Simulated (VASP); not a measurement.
**Hf2Si3: single point with PBE**

Crystal: Hf2Si3.

```
Hf Si
1.0
     2.65962   -2.66963    0.00000
     2.65962    2.66963    0.00000
     0.00000    0.00000    5.89546
Hf Si
2 3
Cartesian
  1.3298 1.3348 0.0000
  1.3298 -1.3348 0.0000
  0.0000 0.0000 1.0749
  0.0000 0.0000 4.8206
  2.6596 0.0000 2.9477
```

The cell was built from a structure type or drawn by symmetry, and may not be a known phase.

```
Program                : VASP 6.6.1
Task                   : single point
Functional             : PBE
Potentials or basis    : VASP PAW PBE potentials, release 64 (Hf_pv, Si)
Cutoff                 : 520 eV
k mesh                 : 4 × 4 × 4
Occupations            : gaussian, width 0.1 eV
Spin                   : no spin polarisation
Dipole correction      : no
Further INCAR settings : ALGO = Normal; EDIFF = 1e-06; NBANDS = 24
```

```yaml
Pressure: 82.5 GPa
Largest_force: 15.111 eV/Å
Band_gap_on_the_k_mesh: zero (bands 16 and 17 overlap by 2.07 eV)
```

Forces in eV/Å, atoms in the order of the input:
```
Hf    0.000   0.000   0.000
Hf    0.000   0.000   0.000
Si    0.000   0.000  15.111
Si    0.000   0.000 -15.111
Si    0.000   0.000   0.000
```

Stress tensor (GPa, compression positive):
```
96.90  0.00  0.00
 0.00 96.59  0.00
 0.00  0.00 54.13
```

Levels at points of the mesh, in eV from the Fermi level:
```tsv
k point	band 12	band 13	band 14	band 15	band 16	band 17	band 18	band 19	band 20	band 21
(0.00, 0.00, 0.00)	-3.89	-3.55	-2.20	-0.29	-0.25	1.15	1.18	2.44	3.75	3.76
(0.50, 0.00, 0.00)	-3.53	-3.10	-1.13	-0.85	0.01	0.94	1.09	1.84	1.87	2.47
(0.50, 0.50, 0.00)	-3.70	-2.77	-2.75	-2.38	0.00	0.01	1.63	1.74	2.65	2.96
(0.00, 0.00, 0.50)	-3.55	-3.31	-3.09	1.20	1.23	1.82	1.82	1.83	2.70	3.17
(0.50, 0.00, 0.50)	-3.19	-2.11	-2.03	-1.03	-0.25	0.24	0.26	0.29	3.59	3.68
(0.50, 0.50, 0.50)	-2.92	-2.91	-1.29	-1.23	-0.87	-0.84	-0.80	-0.22	1.72	1.83
```

It took 17 s on 1 thread of Intel(R) Xeon(R) 6975P-C (Granite Rapids), on a shared host, peak memory 0.19 GiB.

Caveat: the k points lie up to 0.42 Å⁻¹ apart, too coarse for converged energies and pressures of a metal; spin-orbit coupling is left out, which moves the levels of the heavy elements; forces of over 1 eV/Å act on the atoms, so gaps and moduli don't describe the material at rest.
